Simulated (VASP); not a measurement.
# Si2Mo (I4/mmm) in VASP: further runs, part 3 of 3

VASP 6.6.1. The steps go on from the part before.

## Step 5: Relaxation of shape and atoms at fixed volume, PBE (12.76 Å³/atom)

This run uses another cell than the first one, of 12.76 Å³/atom.

File INCAR:

```
SYSTEM = Si2Mo
PREC     = Accurate       ! precision mode
ENCUT    = 600            ! plane-wave cutoff, eV
EDIFF    = 1E-6           ! SCF threshold, eV
ISMEAR   = 0              ! smearing method
SIGMA    = 0.1            ! smearing width, eV
LREAL    = .False.        ! projectors in reciprocal space
LASPH    = .True.         ! aspherical terms in the spheres
NELM     = 100            ! most SCF steps
ALGO     = Normal         ! electronic algorithm
ISIF     = 4              ! what is computed and relaxed
LWAVE    = .False.        ! write WAVECAR
LCHARG   = .False.        ! write CHGCAR
GGA      = PE             ! functional
IBRION   = 2              ! ionic algorithm
NSW      = 50             ! ionic steps
EDIFFG   = -0.01          ! ionic threshold
```

File KPOINTS:

```
Automatic mesh
0
Gamma
  18 18 18
  0 0 0
```

File POSCAR:

```
Si2Mo
1.0
   -1.5743876331      1.5743876331      3.8620402289
    1.5743876331     -1.5743876331      3.8620402289
    1.5743876331      1.5743876331     -3.8620402289
Si Mo
2 1
Direct
    0.3346757235      0.3346757235      0.0000000000
    0.6653242765      0.6653242765      0.0000000000
    0.0000000000      0.0000000000      0.0000000000
```

Potentials or basis: VASP PAW PBE potentials, release 64 (Si, Mo_sv).

Launch:

```sh
$ cat potpaw_PBE.64/Si/POTCAR potpaw_PBE.64/Mo_sv/POTCAR > POTCAR
$ mpirun -np 1 vasp_std > vasp.out
```

OUTCAR:

```text
SYSTEM = Si2Mo
   PREC = Accurate
   ENCUT = 600
   EDIFF = 1E-6
   ISMEAR = 0
   LREAL = .False.
   LASPH = .True.
   NELM = 100
   ISIF = 4
   GGA = PE
   IBRION = 2
   NSW = 50
   EDIFFG = -0.01

 ion  position               nearest neighbor table
   1  0.335  0.335  0.000-   2 2.55   3 2.57   3 2.57   3 2.57   3 2.57   2 2.58   2 2.58   2 2.58
                             2 2.58   3 2.59
   2  0.665  0.665  0.000-   1 2.55   3 2.57   3 2.57   3 2.57   3 2.57   1 2.58   1 2.58   1 2.58
                             1 2.58   3 2.59
   3  0.000  0.000  0.000-   2 2.57   2 2.57   1 2.57   1 2.57   2 2.57   2 2.57   1 2.57   1 2.57
                             1 2.59   2 2.59

  LATTYP: Found a body centered tetragonal cell.
 ALAT       =     3.1487752662
 C/A-ratio  =     2.4530427880

  Lattice vectors:

 A1 = (  -1.5743876331,   1.5743876331,   3.8620402289)
 A2 = (   1.5743876331,  -1.5743876331,   3.8620402289)
 A3 = (   1.5743876331,   1.5743876331,  -3.8620402289)

Analysis of symmetry for initial positions (statically):
=====================================================================
 Subroutine PRICEL returns:
 Original cell was already a primitive cell.

 Routine SETGRP: Setting up the symmetry group for a
 body centered tetragonal supercell.

 Subroutine GETGRP returns: Found 16 space group operations
 (whereof 16 operations were pure point group operations)
 out of a pool of 16 trial point group operations.

The static configuration has the point symmetry D_4h.

Analysis of symmetry for dynamics (positions and initial velocities):
=====================================================================
 Subroutine PRICEL returns:
 Original cell was already a primitive cell.

 Routine SETGRP: Setting up the symmetry group for a
 body centered tetragonal supercell.

 Subroutine GETGRP returns: Found 16 space group operations
 (whereof 16 operations were pure point group operations)
 out of a pool of 16 trial point group operations.

[... 143 lines left out ...]
 number of electron      22.0000000 magnetization

 Free energy of the ion-electron system (eV)
  ---------------------------------------------------
  ext. energy  EPLUGINS =         0.00000000
  ---------------------------------------------------
  free energy    TOTEN  =       -23.15416622 eV

  energy without entropy =      -23.15300447  energy(sigma->0) =      -23.15358534

------------------------ aborting loop because EDIFF is reached ----------------------------------------

  FORCE on cell =-STRESS in cart. coord.  units (eV):
  Direction    XX          YY          ZZ          XY          YZ          ZX
  --------------------------------------------------------------------------------------
  -------------------------------------------------------------------------------------
  Total        3.4584074      3.4584074      3.6743022      0.0000000      0.0000000      0.0000000
  in kB      144.7060258    144.7060258    153.7394539      0.0000000      0.0000000      0.0000000
  external PRESSURE =     147.7171685 kB  Pullay stress =       0.0000000 kB
[... 98 lines left out ...]
--------------------------------------- Ionic step        4  -------------------------------------------

 number of electron      22.0000000 magnetization

 Free energy of the ion-electron system (eV)
  ---------------------------------------------------
  ext. energy  EPLUGINS =         0.00000000
  ---------------------------------------------------
  free energy    TOTEN  =       -23.15465370 eV

  energy without entropy =      -23.15351645  energy(sigma->0) =      -23.15408508

 E-fermi :  13.0252     XC(G=0): -12.6656

 val. band max:       13.0172185873   @ k =  -0.4444  -0.4444   0.2778
 cond. band min:      13.0465071591   @ k =  -0.3333  -0.3333   0.2778
 fundamental gap:      0.0292885719
 Fermi energy:        13.0252435737

 k-point     1 :       0.0000    0.0000    0.0000
  band No.  band energies     occupation
      1     -47.6385      2.00000
      2     -21.8333      2.00000
      3     -21.7175      2.00000
      4     -21.7175      2.00000
      5      -0.8051      2.00000
      6       6.3350      2.00000
      7       9.6353      2.00000
      8       9.7442      2.00000
      9      10.2573      2.00000
     10      10.2573      2.00000
     11      13.4442      0.00000
     12      16.0005      0.00000
     13      16.4733      0.00000
     14      16.7591      0.00000
[... 401 lines left out ...]
      2     -21.8469      2.00000
      3     -21.8211      2.00000
      4     -21.7145      2.00000
      5       0.0998      2.00000
      6       6.4717      2.00000
      7       7.7482      2.00000
      8       9.6371      2.00000
      9      10.2750      2.00000
     10      11.1174      2.00000
     11      11.6715      2.00000
     12      15.0472      0.00000
     13      15.4750      0.00000
     14      17.2488      0.00000
     15      17.6024      0.00000

 [... further k-points ...]

------------------------ aborting loop because EDIFF is reached ----------------------------------------

  FORCE on cell =-STRESS in cart. coord.  units (eV):
  Direction    XX          YY          ZZ          XY          YZ          ZX
  --------------------------------------------------------------------------------------
  -------------------------------------------------------------------------------------
  Total        3.4948533      3.4948533      3.5124454      0.0000000     -0.0000000      0.0000000
  in kB      146.2309854    146.2309854    146.9670696      0.0000000     -0.0000000      0.0000000
  external PRESSURE =     146.4763468 kB  Pullay stress =       0.0000000 kB
[... 18 lines left out ...]
  FREE ENERGIE OF THE ION-ELECTRON SYSTEM (eV)
  ---------------------------------------------------
  free  energy   TOTEN  =       -23.1546536986 eV

  energy  without entropy=      -23.1535164547  energy(sigma->0) =      -23.15408508

 reached required accuracy - stopping structural energy minimisation
```

OSZICAR:

```text
N       E                     dE             d eps       ncg     rms          rms(c)
DAV:   1     0.138558228180E+03    0.13856E+03   -0.12491E+04 14400   0.157E+03
DAV:   2    -0.205862052222E+02   -0.15914E+03   -0.15712E+03 17641   0.363E+02
DAV:   3    -0.239990581496E+02   -0.34129E+01   -0.33604E+01 19098   0.478E+01
DAV:   4    -0.240153738460E+02   -0.16316E-01   -0.16306E-01 16479   0.388E+00
[... 24 lines left out ...]
DAV:   1    -0.231547337230E+02   -0.10215E-03   -0.41082E-03 16668   0.574E-01    0.491E-02
DAV:   2    -0.231546700127E+02    0.63710E-04   -0.16664E-04 17137   0.102E-01    0.259E-02
DAV:   3    -0.231546549824E+02    0.15030E-04   -0.39589E-05 17837   0.504E-02    0.948E-03
DAV:   4    -0.231546537932E+02    0.11892E-05   -0.44652E-06 15713   0.168E-02    0.396E-03
DAV:   5    -0.231546536986E+02    0.94674E-07   -0.31193E-07  7627   0.417E-03
   4 F= -.23154654E+02 E0= -.23154085E+02  d E =-.224260E-04
```

Run time: 6.4 min. Hardware: 1 thread of Intel Xeon 6975P-C (Granite Rapids), shared host; peak memory 0.47 GiB.

Results:

* Free energy: -23.1547 eV
* Energy gained by relaxing: 0.2 meV/atom
* Ionic steps: 4
* Pressure after relaxing: 14.6 GPa
* Largest force after relaxing: 0.005 eV/Å
* Band gap on the k mesh: zero (bands 11 and 12 overlap by 1.01 eV)

Forces in eV/Å, atoms in the order of the input:
```
Si   0.000  0.000  0.005
Si   0.000  0.000 -0.005
Mo   0.000  0.000  0.000
```

The path:
| step | energy change (eV) | largest force (eV/Å) | pressure (GPa) | volume (Å³) |
| --- | --- | --- | --- | --- |
| 1 | 0.0000 | 0.0870 | 14.77 | 38.29 |
| 2 | -0.0004 | 0.0050 | 14.61 | 38.29 |
| 3 | -0.0005 | 0.0167 | 14.65 | 38.29 |
| 4 | -0.0005 | 0.0051 | 14.65 | 38.29 |

Final structure:
```cif
data_structure
_symmetry_space_group_name_H-M 'P 1'
_symmetry_Int_Tables_number 1
_cell_length_a 4.4614
_cell_length_b 4.4614
_cell_length_c 4.4614
_cell_angle_alpha 138.698
_cell_angle_beta 138.698
_cell_angle_gamma 59.835
_cell_volume 38.29
loop_
_atom_site_label
_atom_site_type_symbol
_atom_site_fract_x
_atom_site_fract_y
_atom_site_fract_z
_atom_site_occupancy
Si1 Si 0.33413 0.33413 0.00000 1
Si2 Si 0.66587 0.66587 0.00000 1
Mo1 Mo 0.00000 0.00000 0.00000 1
```

Levels at points of the mesh, in eV from the Fermi level:
| k point | band 9 | band 10 | band 11 | band 12 | band 13 | band 14 |
| --- | --- | --- | --- | --- | --- | --- |
| (0.00, 0.00, 0.00) | -2.77 | -2.77 | 0.42 | 2.98 | 3.45 | 3.73 |
| (0.50, 0.00, 0.00) | -2.77 | -2.69 | -0.57 | 2.45 | 3.17 | 4.33 |
| (0.50, 0.50, 0.00) | -4.65 | -3.28 | -1.17 | 2.51 | 2.95 | 3.26 |
| (0.50, 0.50, 0.50) | -0.62 | -0.62 | -0.48 | -0.48 | 0.57 | 4.86 |

## Step 6: The runs side by side

```tsv
task	level	cell	k mesh	cutoff (eV)	smearing	gap on the mesh (eV)	pressure (GPa)	largest force (eV/Å)
single point	PBE	a = 4.546 Å, angles 138.6, 138.6, 60.0°, 3 atoms	20 × 20 × 20	520	gaussian 0.15 eV	none	0.2	-
single point	r2SCAN	a = 4.546 Å, angles 138.6, 138.6, 60.0°, 3 atoms	18 × 18 × 18	520	gaussian 0.1 eV	none	-3.2	0.07
relaxation of shape and atoms at fixed volume	PBE	relaxed from a = 4.458 Å, angles 138.6, 138.6, 59.9°, 3 atoms	18 × 18 × 18	600	gaussian 0.1 eV	none	14.6	0.01
```

Alike in all rows: potentials or basis VASP PAW PBE potentials, release 64 (Si, Mo_sv); no spin polarisation.

Caveats: the cell stands under tension (at least some runs); the PAW data sets were made with another functional, which shifts forces and pressure a little (at least some runs).

Total energies depend on the potentials used, so only differences within one code and one set of settings carry meaning.
